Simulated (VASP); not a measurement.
# Te (P3_121) in VASP: further runs

Runs on Te. Level: RPBE. Tasks: single point.

Everything below comes from runs of VASP 6.6.1. Logs are shortened: lines on timing, memory, paths and dates and some standing lists are left out, and cuts for length are marked.

### Step 1. The cell of the first run

The structure is trigonal, space group P3_121 (No. 152). Conventional cell: a = 4.454 Å, b = 4.454 Å, c = 5.924 Å, α = 90.00°, β = 90.00°, γ = 120.00°. Within 3.8 Å of Te (site symmetry 2) lie 6 Te at 2.86 to 3.47 Å.

### Step 2. Single point, RPBE

The input, INCAR:

```
PREC = Accurate
ENCUT = 520
EDIFF = 1E-7
ISMEAR = -1
SIGMA = 0.3
LREAL = F
LASPH = T
NELM = 60
ALGO = Normal
ISIF = 2
LWAVE = F
LCHARG = F
GGA = RP
NBANDS = 16
```

The input, KPOINTS:

```
regular mesh
0
Gamma
  6 6 4
```

The input, POSCAR:

```
Te
1.0
    4.4540000000      0.0000000000      0.0000000000
   -2.2270000000      3.8572800000      0.0000000000
    0.0000000000      0.0000000000      5.9240000000
Te
3
Direct
    0.2690000000      0.0000000000      0.3333333333
    0.0000000000      0.2690000000      0.6666666667
    0.7310000000      0.7310000000      0.0000000000
```

Potentials or basis: VASP PAW PBE potentials, release 64 (Te).

Started as:

```sh
> cat potpaw_PBE.64/Te/POTCAR > POTCAR
> mpirun -np 1 vasp_std > vasp.out
```

OUTCAR:

```text
PREC = Accurate
   ENCUT = 520
   EDIFF = 1E-7
   ISMEAR = -1
   LREAL = F
   LASPH = T
   NELM = 60
   ISIF = 2
   GGA = RP

 ion  position               nearest neighbor table
   1  0.269  0.000  0.333-   3 2.86   2 2.86   3 3.47   2 3.47   3 3.47   2 3.47
   2  0.000  0.269  0.667-   1 2.86   3 2.86   1 3.47   3 3.47   3 3.47   1 3.47
   3  0.731  0.731  0.000-   1 2.86   2 2.86   1 3.47   2 3.47   2 3.47   1 3.47

  LATTYP: Found a hexagonal cell.
 ALAT       =     4.4540000000
 C/A-ratio  =     1.3300404131

  Lattice vectors:

 A1 = (   4.4540000000,   0.0000000000,   0.0000000000)
 A2 = (  -2.2270000000,   3.8572800000,   0.0000000000)
 A3 = (   0.0000000000,   0.0000000000,   5.9240000000)

Analysis of symmetry for initial positions (statically):
=====================================================================
 Subroutine PRICEL returns:
 Original cell was already a primitive cell.

 Routine SETGRP: Setting up the symmetry group for a
 hexagonal supercell.

 Subroutine GETGRP returns: Found  6 space group operations
 (whereof  2 operations were pure point group operations)
 out of a pool of 24 trial point group operations.

The static configuration has the point symmetry C_2 .
 The point group associated with its full space group is D_3 .

Analysis of symmetry for dynamics (positions and initial velocities):
=====================================================================
 Subroutine PRICEL returns:
 Original cell was already a primitive cell.

 Routine SETGRP: Setting up the symmetry group for a
 hexagonal supercell.

 Subroutine GETGRP returns: Found  6 space group operations
 (whereof  2 operations were pure point group operations)
 out of a pool of 24 trial point group operations.

The dynamic configuration has the point symmetry C_2 .
 The point group associated with its full space group is D_3 .

 Subroutine INISYM returns: Found  6 space group operations
 (whereof  2 operations are pure point group operations),
 and found     1 'primitive' translations

----------------------------------------------------------------------------------------

                                     Primitive cell

  volume of cell :     101.7762

  direct lattice vectors                    reciprocal lattice vectors
     4.454000000  0.000000000  0.000000000     0.224517288  0.129625021  0.000000000
    -2.227000000  3.857280000  0.000000000     0.000000000  0.259250041  0.000000000
     0.000000000  0.000000000  5.924000000     0.000000000  0.000000000  0.168804862

  length of vectors
     4.454000000  4.454002470  5.924000000     0.259250185  0.259250041  0.168804862

  position of ions in fractional coordinates (direct lattice)
     0.269000000  0.000000000  0.333333333
     1.000000000  0.269000000  0.666666667
     0.731000000  0.731000000  0.000000000

  ion indices of the primitive-cell ions
   primitive index   ion index
                 1           1
                 2           2
                 3           3

----------------------------------------------------------------------------------------

 KPOINTS: regular mesh

Automatic generation of k-mesh.
 Grid dimensions read from file:
 generate k-points for:    6    6    4

 Generating k-lattice:

  Cartesian coordinates                     Fractional coordinates (reciprocal lattice)
     0.037419548  0.021604170  0.000000000     0.166666667 -0.000000000  0.000000000
     0.000000000  0.043208340  0.000000000     0.000000000  0.166666667  0.000000000
     0.000000000  0.000000000  0.042201215     0.000000000  0.000000000  0.250000000

  Length of vectors
     0.043208364  0.043208340  0.042201215

  Shift w.r.t. Gamma in fractional coordinates (k-lattice)
     0.000000000  0.000000000  0.000000000

 Subroutine IBZKPT returns following result:
 ===========================================

 Found     24 irreducible k-points:

 Following reciprocal coordinates:
            Coordinates               Weight
  0.000000  0.000000  0.000000      1.000000
  0.166667 -0.000000  0.000000      6.000000
  0.333333 -0.000000  0.000000      6.000000
  0.500000  0.000000  0.000000      3.000000
  0.166667  0.166667  0.000000      6.000000
  0.333333  0.166667  0.000000     12.000000
[... 16 lines left out ...]
  0.333333  0.166667  0.500000     12.000000
  0.333333  0.333333  0.500000      2.000000
   k-points           NKPTS =     24   k-points in BZ     NKDIM =     24   number of bands    NBANDS=     16
   number of dos      NEDOS =    301   number of ions     NIONS =      3
   total plane-waves  NPLWV =  62208
   dimension x,y,z NGX =    36 NGY =   36 NGZ =   48
   dimension x,y,z NGXF=    72 NGYF=   72 NGZF=   96
   ions per type =               3
   NGX,Y,Z   is equivalent  to a cutoff of  13.44, 13.44, 13.47 a.u.
   NGXF,Y,Z  is equivalent  to a cutoff of  26.87, 26.87, 26.94 a.u.
 SYSTEM =  unknown system
   PREC   = accura    normal or accurate (medium, high low for compatibility)
   ISTART =      0    job   : 0-new  1-cont  2-samecut
   ICHARG =      2    charge: 1-file 2-atom 10-const
   ISPIN  =      1    spin polarized calculation?
   LNONCOLLINEAR =      F non collinear calculations
   LSORBIT =      F    spin-orbit coupling
   LASPH  =      T    aspherical Exc in radial PAW
   ENCUT  =  520.0 eV  38.22 Ry    6.18 a.u.   8.28  8.28 11.01*2*pi/ulx,y,z
   NELM   =     60;   NELMIN=  2; NELMDL= -5     # of ELM steps
   EDIFF  = 0.1E-06   stopping-criterion for ELM
   LREAL  =      F    real-space projection
   EDIFFG = 0.1E-05   stopping-criterion for IOM
   NSW    =      0    number of steps for IOM
   IBRION =     -1    ionic relax: 0-MD 1-quasi-New 2-CG
   NFREE  =      0    steps in history (QN), initial steepest desc. (CG)
   ISIF   =      2    stress and relaxation
   ISYM   =      2    0-nonsym 1-usesym 2-fastsym
   POTIM  = 0.5000    time-step for ionic-motion
   TEBEG  =    0.0;   TEEND  =   0.0 temperature during run
   PSTRESS=    0.0 pullay stress
   NELECT =      18.0000    total number of electrons
   NUPDOWN=      -1.0000    fix difference up-down
   EMIN   =  10.00;   EMAX   =-10.00  energy-range for DOS
   EFERMI =   0.00;   METHOD = LEGACY
   ISMEAR =    -1;   SIGMA  =   0.30  broadening in eV -4-tet -1-fermi 0-gaus
   EFERMI_NEDOS =   21; number of points for ismear=-14 and -15
   IALGO  =     38    algorithm
   IMIX   =      4    mixing-type and parameters
     AMIX     =   0.40;   BMIX     =  1.00
     AMIX_MAG =   1.60;   BMIX_MAG =  1.00
  volume/ion in A,a.u.               =      33.93       228.94
  Fermi-wavevector in a.u.,A,eV,Ry     =   0.918932  1.736530 11.489257  0.844437
  Thomas-Fermi vector in A             =   2.044069
   LORBIT       =      0    0 simple, 1 ext, 2 COOP (PROOUT), +10 PAW based schemes
   GGA     = RP    functional components
   LHFCALC =     F    Hartree Fock is set to
   AEXX    =    0.0000 exact exchange contribution
   IVDW    =     0    specifies the selected vdW correction
   LEPSILON=     F    determine dielectric tensor
   LRPA    =     F    only Hartree local field effects (RPA)
 non-spin polarized calculation
  energy-cutoff  :      520.00
  volume of cell :      101.78
 maximum number of plane-waves:      2764
 NGX is ok and might be reduce to    36
   NGX = 17   NGY = 17   NGZ = 23

 number of electron      17.9999999 magnetization

 Free energy of the ion-electron system (eV)
  ---------------------------------------------------
  ext. energy  EPLUGINS =         0.00000000
  ---------------------------------------------------
  free energy    TOTEN  =        -8.43377801 eV

  energy without entropy =       -8.09487539  energy(sigma->0) =       -8.26432670

 E-fermi :   6.1653     XC(G=0):  -8.9556

 val. band max:        6.0464811532   @ k =   0.3333   0.3333   0.5000
 cond. band min:       6.2576831831   @ k =   0.3333   0.3333   0.5000
 fundamental gap:      0.2112020299
 Fermi energy:         6.1652606600

 k-point     1 :       0.0000    0.0000    0.0000
  band No.  band energies     occupation
      1      -7.5438      2.00000
      2      -4.2399      2.00000
      3      -4.2399      2.00000
      4       2.9947      1.99995
      5       3.3113      1.99985
      6       3.3113      1.99985
[... 8 lines left out ...]
     15      12.1661      0.00000
     16      12.3344      0.00000

 k-point     2 :       0.1667   -0.0000    0.0000
  band No.  band energies     occupation
      1      -7.3582      2.00000
      2      -4.3065      2.00000
      3      -4.1897      2.00000
      4       1.9472      2.00000
      5       2.5916      1.99999
      6       2.9360      1.99996
[... 8 lines left out ...]
     15      12.2029      0.00000
     16      12.6078      0.00000

 k-point     3 :       0.3333   -0.0000    0.0000
  band No.  band energies     occupation
      1      -6.8706      2.00000
      2      -4.6371      2.00000
      3      -4.0749      2.00000
      4       1.2262      2.00000
      5       1.8603      2.00000
      6       2.4486      1.99999
[... 8 lines left out ...]
     15      13.1150      0.00000
     16      13.9306      0.00000

 k-point     4 :       0.5000    0.0000    0.0000
  band No.  band energies     occupation
      1      -6.4902      2.00000
      2      -4.9866      2.00000
      3      -4.0103      2.00000
      4       1.2155      2.00000
      5       1.6497      2.00000
      6       2.4609      1.99999
[... 8 lines left out ...]
     15      14.7297      0.00000
     16      14.9948      0.00000
[... 324 lines left out ...]
 k-point    22 :       0.1667    0.1667    0.5000
  band No.  band energies     occupation
      1      -6.2724      2.00000
      2      -6.1742      2.00000
      3      -3.1272      2.00000
      4       1.4755      2.00000
      5       2.2049      2.00000
      6       2.3510      1.99999
[... 8 lines left out ...]
     15      12.6679      0.00000
     16      12.9030      0.00000

 k-point    23 :       0.3333    0.1667    0.5000
  band No.  band energies     occupation
      1      -5.9750      2.00000
      2      -5.7443      2.00000
      3      -3.8235      2.00000
      4       0.6848      2.00000
      5       1.6224      2.00000
      6       1.7917      2.00000
[... 8 lines left out ...]
     15      12.8577      0.00000
     16      13.6198      0.00000

 k-point    24 :       0.3333    0.3333    0.5000
  band No.  band energies     occupation
      1      -5.7209      2.00000
      2      -5.7209      2.00000
      3      -4.0235      2.00000
      4       0.8907      2.00000
      5       1.0525      2.00000
      6       1.0525      2.00000
[... 8 lines left out ...]
     15      12.6064      0.00000
     16      13.1053      0.00000

------------------------ aborting loop because EDIFF is reached ----------------------------------------

  FORCE on cell =-STRESS in cart. coord.  units (eV):
  Direction    XX          YY          ZZ          XY          YZ          ZX
  --------------------------------------------------------------------------------------
  -------------------------------------------------------------------------------------
  Total        1.8214105      1.8214132      2.1704386      0.0000000      0.0000000      0.0000000
  in kB       28.6729238     28.6729662     34.1673782      0.0000000      0.0000000      0.0000000
  external PRESSURE =      30.5044227 kB  Pullay stress =       0.0000000 kB

 VOLUME and BASIS-vectors are now :
 -----------------------------------------------------------------------------
  energy-cutoff  :      520.00
  volume of cell :      101.78
      direct lattice vectors                 reciprocal lattice vectors
     4.454000000  0.000000000  0.000000000     0.224517288  0.129625021  0.000000000
    -2.227000000  3.857280000  0.000000000     0.000000000  0.259250041  0.000000000
     0.000000000  0.000000000  5.924000000     0.000000000  0.000000000  0.168804862

 POSITION                                       TOTAL-FORCE (eV/Angst)
 -----------------------------------------------------------------------------------
      1.19813      0.00000      1.97467         0.292343      0.000000     -0.000000
     -0.59906      1.03761      3.94933        -0.146172      0.253177      0.000000
      1.62794      2.81967      0.00000        -0.146172     -0.253177      0.000000
 -----------------------------------------------------------------------------------
    total drift:                               -0.000000     -0.000000      0.000000

  FREE ENERGIE OF THE ION-ELECTRON SYSTEM (eV)
  ---------------------------------------------------
  free  energy   TOTEN  =        -8.4337780057 eV

  energy  without entropy=       -8.0948753937  energy(sigma->0) =       -8.26432670
```

It took 1.8 min on 1 thread of Intel Xeon 8259CL, shared host; peak memory 0.23 GiB.

Results:

- Free energy: -8.4338 eV
- Pressure: 3.1 GPa
- Largest force: 0.292 eV/Å
- Band gap on the k mesh: 0.21 eV

Forces on the atoms (eV/Å):
```
Te   0.292  0.000  0.000
Te  -0.146  0.253  0.000
Te  -0.146 -0.253  0.000
```

Caveat: the cell stands under pressure; so wide a smearing shifts energies and pressures; semilocal functionals underestimate gaps, and a narrow one can read as zero; the PAW data sets were made with another functional, which shifts forces and pressure a little; spin-orbit coupling is left out, which moves the levels of the heavy elements.

### Step 3. Single point, RPBE

The input, INCAR:

```
SYSTEM = Te
  PREC = Accurate
  ENCUT = 520
  EDIFF = 1E-7
  ISMEAR = -1
  SIGMA = 0.2
  LREAL = .False.
  LASPH = .True.
  NELM = 100
  ALGO = Normal
  ISIF = 2
  LWAVE = .False.
  LCHARG = .False.
  GGA = RP
  NBANDS = 16
```

The input, KPOINTS:

```
Automatic mesh
0
Gamma
  6 6 4
  0 0 0
```

POSCAR is that of step 2.

Potentials or basis: VASP PAW PBE potentials, release 64 (Te).

Started as:

```sh
> cat potpaw_PBE.64/Te/POTCAR > POTCAR
> mpirun -np 1 vasp_std > vasp.out
```

OUTCAR:

```text
SYSTEM = Te
   PREC = Accurate
   ENCUT = 520
   EDIFF = 1E-7
   ISMEAR = -1
   LREAL = .False.
   LASPH = .True.
   NELM = 100
   ISIF = 2
   GGA = RP

 ion  position               nearest neighbor table
   1  0.269  0.000  0.333-   3 2.86   2 2.86   3 3.47   2 3.47   3 3.47   2 3.47
   2  0.000  0.269  0.667-   1 2.86   3 2.86   1 3.47   3 3.47   3 3.47   1 3.47
   3  0.731  0.731  0.000-   1 2.86   2 2.86   1 3.47   2 3.47   2 3.47   1 3.47

  LATTYP: Found a hexagonal cell.
 ALAT       =     4.4540000000
 C/A-ratio  =     1.3300404131

[... 647 lines left out ...]

  FORCE on cell =-STRESS in cart. coord.  units (eV):
  Direction    XX          YY          ZZ          XY          YZ          ZX
  --------------------------------------------------------------------------------------
  -------------------------------------------------------------------------------------
  Total        1.7058999      1.7059024      1.9753110      0.0000000      0.0000000      0.0000000
  in kB       26.8545388     26.8545785     31.0956495      0.0000000      0.0000000      0.0000000
  external PRESSURE =      28.2682556 kB  Pullay stress =       0.0000000 kB

 VOLUME and BASIS-vectors are now :
 -----------------------------------------------------------------------------
  energy-cutoff  :      520.00
  volume of cell :      101.78
      direct lattice vectors                 reciprocal lattice vectors
     4.454000000  0.000000000  0.000000000     0.224517288  0.129625021  0.000000000
    -2.227000000  3.857280000  0.000000000     0.000000000  0.259250041  0.000000000
     0.000000000  0.000000000  5.924000000     0.000000000  0.000000000  0.168804862

 POSITION                                       TOTAL-FORCE (eV/Angst)
 -----------------------------------------------------------------------------------
      1.19813      0.00000      1.97467         0.196186     -0.000000     -0.000000
     -0.59906      1.03761      3.94933        -0.098093      0.169902     -0.000000
      1.62794      2.81967      0.00000        -0.098093     -0.169902      0.000000
 -----------------------------------------------------------------------------------
    total drift:                               -0.000000     -0.000000      0.000000

  FREE ENERGIE OF THE ION-ELECTRON SYSTEM (eV)
  ---------------------------------------------------
  free  energy   TOTEN  =        -8.3554525348 eV

  energy  without entropy=       -8.2625118020  energy(sigma->0) =       -8.30898217
```

It took 1.8 min on 1 thread of Intel Xeon 8259CL, shared host; peak memory 0.24 GiB.

What came out:

```yaml
Free_energy: -8.3555 eV
Pressure: 2.8 GPa
Largest_force: 0.196 eV/Å
Band_gap_on_the_k_mesh: 0.21 eV
```

Forces in eV/Å, atoms in the order of the input:
```
Te   0.196  0.000  0.000
Te  -0.098  0.170  0.000
Te  -0.098 -0.170  0.000
```

Levels at points of the mesh, in eV from the valence-band top:
| k point | band 6 | band 7 | band 8 | band 9 | band 10 | band 11 | band 12 | band 13 |
| --- | --- | --- | --- | --- | --- | --- | --- | --- |
| (0.00, 0.00, 0.00) | -2.74 | -1.67 | -1.67 | -0.86 | 1.02 | 1.02 | 1.62 | 5.03 |
| (0.50, 0.00, 0.00) | -3.59 | -3.50 | -1.02 | -0.81 | 0.88 | 0.93 | 3.02 | 3.74 |
| (0.00, 0.00, 0.50) | -2.67 | -1.34 | -1.03 | -1.03 | 0.49 | 0.53 | 0.53 | 4.05 |
| (0.50, 0.00, 0.50) | -3.62 | -2.45 | -2.12 | -0.19 | 0.76 | 1.97 | 2.58 | 4.62 |

Caveat: semilocal functionals underestimate gaps, and a narrow one can read as zero; the PAW data sets were made with another functional, which shifts forces and pressure a little; spin-orbit coupling is left out, which moves the levels of the heavy elements. A k mesh can miss the band edges.

(Continued in part 2 of 2.)
